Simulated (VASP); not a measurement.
# Al (Fm-3m) in VASP: a series of runs

The runs below take Al through single point, with PBEsol.

Program: VASP 6.6.1. These are calculated values, not measurements. Logs are shortened: lines on timing, memory, paths and dates and some standing lists are left out, and cuts for length are marked.

## (1) The cell of the first run

The structure is cubic, space group Fm-3m (No. 225). The conventional cell has a = 4.050 Å, b = 4.050 Å, c = 4.050 Å, α = 90.00°, β = 90.00°, γ = 90.00°. Al (site symmetry m-3m) has 12 Al at 2.86 Å within 3.8 Å.

## (2) Single point, PBEsol

INCAR reads:

```
ALGO = Normal ; EDIFF = 1E-7
ENCUT = 520 ; GGA = PS
ISIF = 2 ; ISMEAR = 1
LASPH = True ; LCHARG = False
LREAL = False ; LWAVE = False
NBANDS = 8 ; NELM = 80
PREC = Accurate ; SIGMA = 0.1
```

KPOINTS reads:

```
k-points
0
Gamma
  3 3 3
```

POSCAR reads:

```
Al
1.0
    0.0000000000      2.0248100000      2.0248100000
    2.0248100000      0.0000000000      2.0248100000
    2.0248100000      2.0248100000      0.0000000000
Al
1
Direct
    0.0000000000      0.0000000000      0.0000000000
```

Potentials or basis: VASP PAW PBE potentials, release 64 (Al).

Run with:

```console
$ cat potpaw_PBE.64/Al/POTCAR > POTCAR
$ mpirun -np 1 vasp_std > vasp.out
```

OUTCAR:

```text
EDIFF = 1E-7
   ENCUT = 520
   GGA = PS
   ISIF = 2
   ISMEAR = 1
   LASPH = True
   LREAL = False
   NELM = 80
   PREC = Accurate

 ion  position               nearest neighbor table
   1  0.000  0.000  0.000-

  LATTYP: Found a face centered cubic cell.
 ALAT       =     4.0496200000

  Lattice vectors:

 A1 = (   0.0000000000,   2.0248100000,   2.0248100000)
 A2 = (   2.0248100000,   0.0000000000,   2.0248100000)
 A3 = (   2.0248100000,   2.0248100000,   0.0000000000)

Analysis of symmetry for initial positions (statically):
=====================================================================
 Subroutine PRICEL returns:
 Original cell was already a primitive cell.

 Routine SETGRP: Setting up the symmetry group for a
 face centered cubic supercell.

 Subroutine GETGRP returns: Found 48 space group operations
 (whereof 48 operations were pure point group operations)
 out of a pool of 48 trial point group operations.

The static configuration has the point symmetry O_h .

Analysis of symmetry for dynamics (positions and initial velocities):
=====================================================================
 Subroutine PRICEL returns:
 Original cell was already a primitive cell.

 Routine SETGRP: Setting up the symmetry group for a
 face centered cubic supercell.

 Subroutine GETGRP returns: Found 48 space group operations
 (whereof 48 operations were pure point group operations)
 out of a pool of 48 trial point group operations.

The dynamic configuration has the point symmetry O_h .

 Subroutine INISYM returns: Found 48 space group operations
 (whereof 48 operations are pure point group operations),
 and found     1 'primitive' translations

----------------------------------------------------------------------------------------

                                     Primitive cell

  volume of cell :      16.6029

  direct lattice vectors                    reciprocal lattice vectors
     0.000000000  2.024810000  2.024810000    -0.246936750  0.246936750  0.246936750
     2.024810000  0.000000000  2.024810000     0.246936750 -0.246936750  0.246936750
     2.024810000  2.024810000  0.000000000     0.246936750  0.246936750 -0.246936750

  length of vectors
     2.863513763  2.863513763  2.863513763     0.427706997  0.427706997  0.427706997

  position of ions in fractional coordinates (direct lattice)
     0.000000000  0.000000000  0.000000000

  ion indices of the primitive-cell ions
   primitive index   ion index
                 1           1

----------------------------------------------------------------------------------------

 KPOINTS: k-points

Automatic generation of k-mesh.
 Grid dimensions read from file:
 generate k-points for:    3    3    3

 Generating k-lattice:

  Cartesian coordinates                     Fractional coordinates (reciprocal lattice)
    -0.082312250  0.082312250  0.082312250     0.333333333  0.000000000  0.000000000
     0.082312250 -0.082312250  0.082312250     0.000000000  0.333333333  0.000000000
     0.082312250  0.082312250 -0.082312250     0.000000000  0.000000000  0.333333333

  Length of vectors
     0.142568999  0.142568999  0.142568999

  Shift w.r.t. Gamma in fractional coordinates (k-lattice)
     0.000000000  0.000000000  0.000000000

 Subroutine IBZKPT returns following result:
 ===========================================

 Found      4 irreducible k-points:

 Following reciprocal coordinates:
            Coordinates               Weight
  0.000000  0.000000  0.000000      1.000000
  0.333333  0.000000  0.000000      8.000000
  0.333333  0.333333  0.000000      6.000000
 -0.333333  0.333333  0.000000     12.000000
   k-points           NKPTS =      4   k-points in BZ     NKDIM =      4   number of bands    NBANDS=      8
   number of dos      NEDOS =    301   number of ions     NIONS =      1
   total plane-waves  NPLWV =  13824
   dimension x,y,z NGX =    24 NGY =   24 NGZ =   24
   dimension x,y,z NGXF=    48 NGYF=   48 NGZF=   48
   ions per type =               1
   NGX,Y,Z   is equivalent  to a cutoff of  13.93, 13.93, 13.93 a.u.
   NGXF,Y,Z  is equivalent  to a cutoff of  27.87, 27.87, 27.87 a.u.
 SYSTEM =  unknown system
   PREC   = accura    normal or accurate (medium, high low for compatibility)
   ISTART =      0    job   : 0-new  1-cont  2-samecut
   ICHARG =      2    charge: 1-file 2-atom 10-const
   ISPIN  =      1    spin polarized calculation?
   LNONCOLLINEAR =      F non collinear calculations
   LSORBIT =      F    spin-orbit coupling
   LASPH  =      T    aspherical Exc in radial PAW
   ENCUT  =  520.0 eV  38.22 Ry    6.18 a.u.   5.32  5.32  5.32*2*pi/ulx,y,z
   NELM   =     80;   NELMIN=  2; NELMDL= -5     # of ELM steps
   EDIFF  = 0.1E-06   stopping-criterion for ELM
   LREAL  =      F    real-space projection
   EDIFFG = 0.1E-05   stopping-criterion for IOM
   NSW    =      0    number of steps for IOM
   IBRION =     -1    ionic relax: 0-MD 1-quasi-New 2-CG
   NFREE  =      0    steps in history (QN), initial steepest desc. (CG)
   ISIF   =      2    stress and relaxation
   ISYM   =      2    0-nonsym 1-usesym 2-fastsym
   POTIM  = 0.5000    time-step for ionic-motion
   TEBEG  =    0.0;   TEEND  =   0.0 temperature during run
   PSTRESS=    0.0 pullay stress
   NELECT =       3.0000    total number of electrons
   NUPDOWN=      -1.0000    fix difference up-down
   EMIN   =  10.00;   EMAX   =-10.00  energy-range for DOS
   EFERMI =   0.00;   METHOD = LEGACY
   ISMEAR =     1;   SIGMA  =   0.10  broadening in eV -4-tet -1-fermi 0-gaus
   EFERMI_NEDOS =   21; number of points for ismear=-14 and -15
   IALGO  =     38    algorithm
   IMIX   =      4    mixing-type and parameters
     AMIX     =   0.40;   BMIX     =  1.00
     AMIX_MAG =   1.60;   BMIX_MAG =  1.00
  volume/ion in A,a.u.               =      16.60       112.04
  Fermi-wavevector in a.u.,A,eV,Ry     =   0.925524  1.748987 11.654676  0.856594
  Thomas-Fermi vector in A             =   2.051388
   LORBIT       =      0    0 simple, 1 ext, 2 COOP (PROOUT), +10 PAW based schemes
   GGA     = PS    functional components
   LHFCALC =     F    Hartree Fock is set to
   AEXX    =    0.0000 exact exchange contribution
   IVDW    =     0    specifies the selected vdW correction
   LEPSILON=     F    determine dielectric tensor
   LRPA    =     F    only Hartree local field effects (RPA)
 non-spin polarized calculation
 Methfessel and Paxton  Order N= 1 SIGMA  =   0.10
  energy-cutoff  :      520.00
  volume of cell :       16.60
 maximum number of plane-waves:       459
 NGX is ok and might be reduce to    24
   NGX = 11   NGY = 11   NGZ = 11

 number of electron       3.0000000 magnetization

 Free energy of the ion-electron system (eV)
  ---------------------------------------------------
  ext. energy  EPLUGINS =         0.00000000
  ---------------------------------------------------
  free energy    TOTEN  =        -3.50518993 eV

  energy without entropy =       -3.50213863  energy(sigma->0) =       -3.50417283

 E-fermi :   8.2139     XC(G=0): -10.2296

 val. band max:        6.8340120667   @ k =  -0.3333   0.3333   0.0000
 cond. band min:       8.2626612306   @ k =  -0.3333   0.3333   0.0000
 fundamental gap:      1.4286491639
 Fermi energy:         8.2139016115

 k-point     1 :       0.0000    0.0000    0.0000
  band No.  band energies     occupation
      1      -3.1930      2.00000
      2      20.4592      0.00000
      3      20.4592      0.00000
      4      20.4592      0.00000
      5      21.8905      0.00000
      6      21.8905      0.00000
      7      21.8905      0.00000
      8      24.3645      0.00000

 k-point     2 :       0.3333    0.0000    0.0000
  band No.  band energies     occupation
      1      -0.2161      2.00000
      2       8.3859     -0.03537
      3      18.5967      0.00000
      4      18.5967      0.00000
      5      21.1749      0.00000
      6      21.1749      0.00000
      7      22.1622      0.00000
      8      25.1468      0.00000

 k-point     3 :       0.3333    0.3333    0.0000
  band No.  band energies     occupation
      1       0.7604      2.00000
      2      12.2437      0.00000
      3      14.1468      0.00000
      4      14.2998      0.00000
      5      14.2998      0.00000
      6      17.7690      0.00000
      7      30.6989      0.00000
      8      32.0810      0.00000

 k-point     4 :      -0.3333    0.3333    0.0000
  band No.  band energies     occupation
      1       4.6015      2.00000
      2       6.8340      2.00000
      3       8.2627      0.27358
      4      15.1652      0.00000
      5      16.9314      0.00000
      6      26.4684      0.00000
      7      28.0157      0.00000
      8      28.0622      0.00000

------------------------ aborting loop because EDIFF is reached ----------------------------------------

  FORCE on cell =-STRESS in cart. coord.  units (eV):
  Direction    XX          YY          ZZ          XY          YZ          ZX
  --------------------------------------------------------------------------------------
  -------------------------------------------------------------------------------------
  Total       -0.2797475     -0.2797475     -0.2797475      0.0000000      0.0000000      0.0000000
  in kB      -26.9956598    -26.9956598    -26.9956598      0.0000000      0.0000000      0.0000000
  external PRESSURE =     -26.9956598 kB  Pullay stress =       0.0000000 kB

 VOLUME and BASIS-vectors are now :
 -----------------------------------------------------------------------------
  energy-cutoff  :      520.00
  volume of cell :       16.60
      direct lattice vectors                 reciprocal lattice vectors
     0.000000000  2.024810000  2.024810000    -0.246936750  0.246936750  0.246936750
     2.024810000  0.000000000  2.024810000     0.246936750 -0.246936750  0.246936750
     2.024810000  2.024810000  0.000000000     0.246936750  0.246936750 -0.246936750

 POSITION                                       TOTAL-FORCE (eV/Angst)
 -----------------------------------------------------------------------------------
      0.00000      0.00000      0.00000        -0.000000      0.000000      0.000000
 -----------------------------------------------------------------------------------
    total drift:                                0.000000      0.000000     -0.000000

  FREE ENERGIE OF THE ION-ELECTRON SYSTEM (eV)
  ---------------------------------------------------
  free  energy   TOTEN  =        -3.5051899340 eV

  energy  without entropy=       -3.5021386259  energy(sigma->0) =       -3.50417283
```

Wall time 2.8 s (1 thread of AMD EPYC 7R13 (Zen 3), shared host); peak memory 0.09 GiB.

Results:

| Property | Result |
| --- | --- |
| Free energy | -3.5052 eV |
| Pressure | -2.7 GPa |

Caveat: the k points lie up to 0.90 Å⁻¹ apart; the PAW data sets were made with another functional, which shifts forces and pressure a little.

## (3) Single point, PBEsol

INCAR reads:

```
SYSTEM = Al
ALGO = Normal ; EDIFF = 1E-6
ENCUT = 520 ; GGA = PS
ISIF = 2 ; ISMEAR = 1
LASPH = .True. ; LCHARG = .False.
LREAL = .False. ; LWAVE = .False.
NBANDS = 8 ; NELM = 60
PREC = Accurate ; SIGMA = 0.1
```

KPOINTS reads:

```
k-points
0
Gamma
  4 4 4
  0 0 0
```

POSCAR is that of step 2.

Potentials or basis: VASP PAW PBE potentials, release 64 (Al).

Run with:

```console
$ cat potpaw_PBE.64/Al/POTCAR > POTCAR
$ mpirun -np 1 vasp_std > vasp.out
```

Wall time 3.9 s (1 thread of AMD EPYC 7R13 (Zen 3), shared host); peak memory 0.09 GiB.

Results (log left out):

```yaml
Free_energy: -3.7939 eV
Pressure: -1.3 GPa
```

Levels at points of the mesh, in eV from the Fermi level:
```tsv
k point	band 1	band 2	band 3	band 4	band 5
(0.00, 0.00, 0.00)	-10.37	13.28	13.28	13.28	14.72
(0.50, 0.00, 0.00)	-3.85	-3.65	12.05	12.05	12.12
(0.50, 0.50, 0.00)	-2.18	-0.89	5.98	6.28	6.28
```

Caveat: the k points lie up to 0.67 Å⁻¹ apart; the PAW data sets were made with another functional, which shifts forces and pressure a little.

## (4) Single point, PBEsol

INCAR reads:

```
SYSTEM = Al
ALGO = Normal
EDIFF = 1E-6
ENCUT = 520
GGA = PS
ISIF = 2
ISMEAR = 1
LASPH = .TRUE.
LCHARG = .FALSE.
LREAL = .FALSE.
LWAVE = .FALSE.
NBANDS = 8
NELM = 80
PREC = Accurate
SIGMA = 0.1
```

KPOINTS reads:

```
k-points
0
G
  6 6 6
  0 0 0
```

POSCAR is that of step 3.

Potentials or basis: VASP PAW PBE potentials, release 64 (Al).

Run with:

```console
$ cat potpaw_PBE.64/Al/POTCAR > POTCAR
$ mpirun -np 1 vasp_std > vasp.out
```

OUTCAR:

```text
SYSTEM = Al
   EDIFF = 1E-6
   ENCUT = 520
   GGA = PS
   ISIF = 2
   ISMEAR = 1
   LASPH = .TRUE.
   LREAL = .FALSE.
   NELM = 80
   PREC = Accurate

 ion  position               nearest neighbor table
   1  0.000  0.000  0.000-

  LATTYP: Found a face centered cubic cell.
 ALAT       =     4.0496200000

  Lattice vectors:

 A1 = (   0.0000000000,   2.0248100000,   2.0248100000)
 A2 = (   2.0248100000,   0.0000000000,   2.0248100000)
 A3 = (   2.0248100000,   2.0248100000,   0.0000000000)

Analysis of symmetry for initial positions (statically):
=====================================================================
 Subroutine PRICEL returns:
 Original cell was already a primitive cell.

 Routine SETGRP: Setting up the symmetry group for a
 face centered cubic supercell.

 Subroutine GETGRP returns: Found 48 space group operations
 (whereof 48 operations were pure point group operations)
 out of a pool of 48 trial point group operations.

The static configuration has the point symmetry O_h .

Analysis of symmetry for dynamics (positions and initial velocities):
[... 151 lines left out ...]
 val. band max:        7.2268752147   @ k =  -0.3333   0.5000   0.1667
 cond. band min:       8.2628673836   @ k =  -0.3333   0.3333   0.0000
 fundamental gap:      1.0359921689
 Fermi energy:         8.2557797602

 k-point     1 :       0.0000    0.0000    0.0000
  band No.  band energies     occupation
      1      -3.2027      2.00000
      2      20.4442      0.00000
      3      20.4442      0.00000
      4      20.4442      0.00000
      5      21.8920      0.00000
      6      21.8920      0.00000
      7      21.8920      0.00000
      8      24.3166      0.00000
[... 155 lines left out ...]
 k-point    16 :      -0.3333    0.5000    0.1667
  band No.  band energies     occupation
      1       5.8967      2.00000
      2       7.2269      2.00000
      3       8.6595     -0.00000
      4      10.2113     -0.00000
      5      19.7566      0.00000
      6      21.5745      0.00000
      7      27.8355      0.00000
      8      28.8505      0.00000

------------------------ aborting loop because EDIFF is reached ----------------------------------------

  FORCE on cell =-STRESS in cart. coord.  units (eV):
  Direction    XX          YY          ZZ          XY          YZ          ZX
  --------------------------------------------------------------------------------------
  -------------------------------------------------------------------------------------
  Total       -0.1433002     -0.1433002     -0.1433002      0.0000000      0.0000000      0.0000000
  in kB      -13.8284802    -13.8284802    -13.8284802      0.0000000      0.0000000      0.0000000
  external PRESSURE =     -13.8284802 kB  Pullay stress =       0.0000000 kB

 VOLUME and BASIS-vectors are now :
 -----------------------------------------------------------------------------
  energy-cutoff  :      520.00
  volume of cell :       16.60
      direct lattice vectors                 reciprocal lattice vectors
     0.000000000  2.024810000  2.024810000    -0.246936750  0.246936750  0.246936750
     2.024810000  0.000000000  2.024810000     0.246936750 -0.246936750  0.246936750
     2.024810000  2.024810000  0.000000000     0.246936750  0.246936750 -0.246936750

 POSITION                                       TOTAL-FORCE (eV/Angst)
 -----------------------------------------------------------------------------------
      0.00000      0.00000      0.00000         0.000000      0.000000      0.000000
 -----------------------------------------------------------------------------------
    total drift:                               -0.000000      0.000000      0.000000

  FREE ENERGIE OF THE ION-ELECTRON SYSTEM (eV)
  ---------------------------------------------------
  free  energy   TOTEN  =        -4.1549023631 eV

  energy  without entropy=       -4.1538233442  energy(sigma->0) =       -4.15454269
```

OSZICAR:

```text
N       E                     dE             d eps       ncg     rms          rms(c)
DAV:   1    -0.282911926531E+01   -0.28291E+01   -0.77356E+02   256   0.198E+02
DAV:   2    -0.417700356800E+01   -0.13479E+01   -0.13111E+01   376   0.182E+01
DAV:   3    -0.418253162645E+01   -0.55281E-02   -0.55280E-02   360   0.140E+00
DAV:   4    -0.418254464744E+01   -0.13021E-04   -0.13022E-04   368   0.606E-02
DAV:   5    -0.418254466126E+01   -0.13814E-07   -0.13257E-07   352   0.149E-03    0.135E+00
DAV:   6    -0.416599974332E+01    0.16545E-01   -0.22904E-03   336   0.196E-01    0.767E-01
DAV:   7    -0.415492005229E+01    0.11080E-01   -0.61638E-03   320   0.311E-01    0.163E-01
DAV:   8    -0.415490293155E+01    0.17121E-04   -0.19402E-05   344   0.300E-02    0.662E-03
DAV:   9    -0.415490236310E+01    0.56846E-06   -0.32852E-07   352   0.269E-03
   1 F= -.41549024E+01 E0= -.41545427E+01  d E =-.107902E-02
```

It took 4.3 s on 1 thread of AMD EPYC 7R13 (Zen 3), shared host; peak memory 0.09 GiB.

What came out:

* Free energy: -4.1549 eV
* Pressure: -1.4 GPa

Levels at points of the mesh, in eV from the Fermi level:
| k point | band 1 | band 2 | band 3 | band 4 |
| --- | --- | --- | --- | --- |
| (0.00, 0.00, 0.00) | -11.46 | 12.19 | 12.19 | 12.19 |
| (0.50, 0.00, 0.00) | -4.94 | -4.74 | 10.96 | 10.96 |
| (0.50, 0.50, 0.00) | -3.28 | -1.98 | 4.88 | 5.19 |

Caveat: the k points lie up to 0.45 Å⁻¹ apart; the PAW data sets were made with another functional, which shifts forces and pressure a little.

## (5) Single point, PBEsol

INCAR reads:

```
PREC = Accurate ; ENCUT = 520
EDIFF = 1E-7 ; ISMEAR = 1
SIGMA = 0.1 ; LREAL = False
LASPH = True ; NELM = 60
ALGO = Normal ; ISIF = 2
LWAVE = False ; LCHARG = False
GGA = PS ; NBANDS = 8
```

KPOINTS reads:

```
Automatic mesh
0
Gamma
  8 8 8
```

POSCAR is that of step 4.

Run with:

```console
$ cat potpaw_PBE.64/Al/POTCAR > POTCAR
$ mpirun -np 1 vasp_std > vasp.out
```

Run time: 5.4 s. Hardware: 1 thread of AMD EPYC 7R13 (Zen 3), shared host; peak memory 0.1 GiB.

The run converged. Its results:

```
Free energy : -4.0831 eV
Pressure    : -1.9 GPa
```

Levels at points of the mesh, in eV from the Fermi level:
```tsv
k point	band 1	band 2	band 3	band 4
(0.00, 0.00, 0.00)	-11.17	12.48	12.48	12.48
(0.50, 0.00, 0.00)	-4.66	-4.45	11.24	11.24
(0.50, 0.50, 0.00)	-2.99	-1.69	5.17	5.47
```

Caveat: the PAW data sets were made with another functional, which shifts forces and pressure a little.

## (6) Single point, PBEsol

INCAR reads:

```
SYSTEM = Al
ALGO = Normal ; EDIFF = 1E-7
ENCUT = 520 ; GGA = PS
ISIF = 2 ; ISMEAR = 1
LASPH = .TRUE. ; LCHARG = .FALSE.
LREAL = .FALSE. ; LWAVE = .FALSE.
NBANDS = 8 ; NELM = 60
PREC = Accurate ; SIGMA = 0.1
```

KPOINTS reads:

```
k-points
0
G
  9 9 9
  0 0 0
```

POSCAR is that of step 5.

Potentials or basis: VASP PAW PBE potentials, release 64 (Al).

Run with:

```console
$ cat potpaw_PBE.64/Al/POTCAR > POTCAR
$ mpirun -np 1 vasp_std > vasp.out
```

Wall time 9.3 s (1 thread of AMD EPYC 7R13 (Zen 3), shared host); peak memory 0.1 GiB.

It converged, with:

```
Free energy : -4.0593 eV
Pressure    : -1.6 GPa
```

Levels at points of the mesh, in eV from the Fermi level:
| k point | band 1 | band 2 | band 3 | band 4 | band 5 | band 6 |
| --- | --- | --- | --- | --- | --- | --- |
| (0.00, 0.00, 0.00) | -11.07 | 12.58 | 12.58 | 12.58 | 14.03 | 14.03 |

Caveat: the PAW data sets were made with another functional, which shifts forces and pressure a little.

(Part 1 of 2 ends here.)
